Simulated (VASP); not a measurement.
Input of a VASP 6.6.1 run:

The input INCAR:

```
  PREC = Accurate
  ENCUT = 520
  EDIFF = 1E-6
  ISMEAR = 0
  SIGMA = 0.05
  LREAL = F
  LASPH = T
  NELM = 100
  ALGO = Normal
  ISIF = 2
  LWAVE = F
  LCHARG = T
  LELF = T
  LVHAR = T
  NBANDS = 35
```

KPOINTS

```
regular mesh
0
Gamma
  6 6 8
```

POSCAR

```
SnO2
1.0
    4.7201335214      0.0000000000      0.0000000000
    0.0000000000      4.7206343117      0.0000000000
    0.0000000000      0.0000000000      3.1888226872
Sn O
2 4
Direct
    0.5000000000      0.5000000000      0.5000000000
    0.0000000000      0.0000000000      0.0000000000
    0.3059920358      0.2715746941      0.0000000000
    0.8059920358      0.2284253059      0.5000000000
    0.1940079642      0.7715746941      0.5000000000
    0.6940079642      0.7284253059      0.0000000000
```

Potentials or basis: VASP PAW LDA potentials, release 64 (Sn_d, O).

Run with:

```sh
$ cat potpaw_LDA.64/Sn_d/POTCAR potpaw_LDA.64/O/POTCAR > POTCAR
$ mpirun -np 1 vasp_std > vasp.out
```

Question: Predict the pressure.

Answer: 1.5 GPa.

Question: What does it give for the largest force?

Answer: 2.553 eV/Å.

Question: What does it give for the band gap on the k mesh?

Answer: 1.07 eV.

Forces on the atoms (eV/Å):
```
Sn   0.000  0.000  0.000
Sn   0.000  0.000  0.000
O    1.751  1.858  0.000
O    1.751 -1.858  0.000
O   -1.751  1.858  0.000
O   -1.751 -1.858  0.000
```

Caveat: the cell differs from its parent crystal (atoms shifted along a free coordinate); the stress differs along the axes, from -3 to 7 GPa; spin-orbit coupling is left out, which moves the levels of the heavy elements; forces of over 1 eV/Å act on the atoms, so gaps and moduli don't describe the material at rest.
